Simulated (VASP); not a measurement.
Wanted: the native input for a VASP 6.6.1 run.

* Task: single point
* Functional: LDA
* Potentials or basis: VASP PAW LDA potentials, release 64 (Cd, S)
* Cutoff: 520 eV
* k mesh: 9 × 9 × 4
* Occupations: gaussian, width 0.01 eV
* Spin: no spin polarisation
* Dipole correction: no
* Further INCAR settings: ALGO = Normal; EDIFF = 1e-06; NBANDS = 26

The structure of CdS lies in POSCAR:

```
CdS
1.0
    4.1245340209      0.0000000000      0.0000000000
   -2.0622670104      3.5719512409      0.0000000000
    0.0000000000      0.0000000000      6.7092066446
Cd S
2 2
Direct
    0.3333333333      0.6666666667     -0.0183249519
    0.6666666667      0.3333333333      0.4816750481
    0.3333333333      0.6666666667      0.3953249519
    0.6666666667      0.3333333333      0.8953249519
```

This cell differs from its parent crystal: atoms moved along the polar distortion.

These files were run (other wordings do the same):

INCAR

```
SYSTEM = CdS
PREC = Accurate ; ENCUT = 520
EDIFF = 1E-6 ; ISMEAR = 0
SIGMA = 0.01 ; LREAL = .FALSE.
LASPH = .TRUE. ; NELM = 100
ALGO = Normal ; ISIF = 2
LWAVE = .FALSE. ; LCHARG = .FALSE.
NBANDS = 26
```

KPOINTS

```
regular mesh
0
G
  9 9 4
  0 0 0
```

Potentials or basis: VASP PAW LDA potentials, release 64 (Cd, S).

Command:

```sh
$ cat potpaw_LDA.64/Cd/POTCAR potpaw_LDA.64/S/POTCAR > POTCAR
$ mpirun -np 1 vasp_std > vasp.out
```

It gave:

The pressure is -0.6 GPa, the largest force is 0.654 eV/Å and the band gap on the k mesh is 1.10 eV.

Caveat: the cell differs from its parent crystal (atoms moved along the polar distortion); the stress differs along the axes, from -4 to 1 GPa.

Run time: 2 min on 1 thread of Intel Xeon 8259CL, with other jobs on the host, peak memory 0.23 GiB.
